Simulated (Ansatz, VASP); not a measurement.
# Ta in VASP and in Ansatz

```
CELL_PARAMETERS angstrom
-1.65943 1.65943 1.65943
1.65943 -1.65943 1.65943
1.65943 1.65943 -1.65943
ATOMIC_POSITIONS crystal
Ta 0.00000 0.00000 0.00000
```

Alike in both runs: functional PBE; k mesh 24 × 24 × 24; occupations gaussian, width 0.1 eV; no spin polarisation.

Ansatz relaxed the structure, and its values are those at the end. VASP's run is a single point on that final structure, the one shown.

```csv
,VASP,Ansatz
version,VASP 6.6.1,Ansatz 0.2.0
potentials or method,"VASP PAW PBE potentials, release 64 (Ta_pv), cutoff 520 eV","scalar-relativistic, plane waves, PAW"
valence electrons in the cell,11,13
```

```csv
,VASP,Ansatz,Ansatz less VASP
gap on the k mesh at the Fermi level (eV),none,none,-
pressure (GPa),0.1,0.0,-0.11
```

A gap of «none» marks a metal or a gap that the smearing closes. With one functional, cell and mesh, what is left measures potentials, basis and numerics. VASP's potentials hold 11 valence electrons a cell and Ansatz's 13, so a difference there can come from the potentials and not from the codes.

Neither program's run includes spin-orbit coupling.
